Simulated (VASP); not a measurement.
Set up this calculation in VASP 6.6.1, as the native input.

| Quantity | Value |
| --- | --- |
| Task | single point |
| Functional | PBE |
| Potentials or basis | VASP PAW PBE potentials, release 64 (Mg, Cd, Te) |
| Cutoff | 520 eV |
| k mesh | 3 × 3 × 3 |
| Occupations | gaussian, width 0.2 eV |
| Spin | no spin polarisation |
| Dipole correction | no |
| Further INCAR settings | ALGO = Fast; EDIFF = 1e-06; NBANDS = 34 |

The structure of Mg3Cd2Te3 lies in POSCAR:

```
Mg3Cd2Te3
1.0
    6.0721924996      0.0000000000      0.0000000000
    0.0000000000      6.0721924996      0.0000000000
    0.0000000000      0.0000000000      6.5303866294
Mg Cd Te
3 2 3
Direct
    0.0000000000      0.5000000000      0.5000000000
    0.5000000000      0.0000000000      0.5000000000
    0.0000000000      0.0000000000      0.5000000000
    0.0000000000      0.5000000000      0.0000000000
    0.5000000000      0.0000000000      0.0000000000
    0.0000000000      0.0000000000      0.0000000000
    0.5000000000      0.5000000000      0.0000000000
    0.5000000000      0.5000000000      0.5000000000
```

The cell was built from a structure type or drawn by symmetry, and may not be a known phase.

These files were run (other wordings do the same):

INCAR

```
PREC = Accurate
ENCUT = 520
EDIFF = 1E-6
ISMEAR = 0
SIGMA = 0.2
LREAL = F
LASPH = T
NELM = 60
ALGO = Fast
ISIF = 2
LWAVE = F
LCHARG = F
GGA = PE
NBANDS = 34
```

KPOINTS

```
Automatic mesh
0
Gamma
  3 3 3
```

Potentials or basis: VASP PAW PBE potentials, release 64 (Mg, Cd, Te).

Command:

```sh
$ cat potpaw_PBE.64/Mg/POTCAR potpaw_PBE.64/Cd/POTCAR potpaw_PBE.64/Te/POTCAR > POTCAR
$ mpirun -np 1 vasp_std > vasp.out
```

It gave:

```
Pressure               : 0.3 GPa
Band gap on the k mesh : zero (bands 24 and 25 overlap by 0.87 eV)
```

Caveat: spin-orbit coupling is left out, which moves the levels of the heavy elements.

Wall time 120 s on 1 thread of Intel Xeon 8259CL (shared host), peak memory 0.36 GiB.
